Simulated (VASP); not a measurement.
Input of a VASP 6.6.1 run:

Contents of INCAR:

```
SYSTEM = Cd
PREC = Accurate ; ENCUT = 520
EDIFF = 1E-7 ; ISMEAR = -1
SIGMA = 0.1 ; LREAL = .FALSE.
LASPH = .TRUE. ; NELM = 100
ALGO = Normal ; ISIF = 2
LWAVE = .FALSE. ; LCHARG = .TRUE.
GGA = RE ; LELF = .TRUE.
LVHAR = .TRUE. ; NBANDS = 25
```

File KPOINTS:

```
regular mesh
0
G
  8 8 11
  0 0 0
```

POSCAR

```
Cd
1.0
    5.2247368194      0.0000000000      0.0000000000
   -2.6123684097      4.5247548137      0.0000000000
    0.0000000000      0.0000000000      3.1510589993
Cd
3
Direct
    1.0000000000      0.0000000000      0.0000000000
    0.3333333333      0.6666666667      0.5000000000
    0.6666666667      0.3333333333      0.5000000000
```

Potentials or basis: VASP PAW PBE potentials, release 64 (Cd).

Run with:

```bash
$ cat potpaw_PBE.64/Cd/POTCAR > POTCAR
$ mpirun -np 1 vasp_std > vasp.out
```

(1) Predict the band gap on the k mesh.

(2) What does it give for the pressure?

Answers

(1) zero (band 18 reaches 5.21 eV, above the bottom of band 19 at 0.96 eV).

(2) 0.2 GPa.

Caveat: the PAW data sets were made with another functional, which shifts forces and pressure a little.
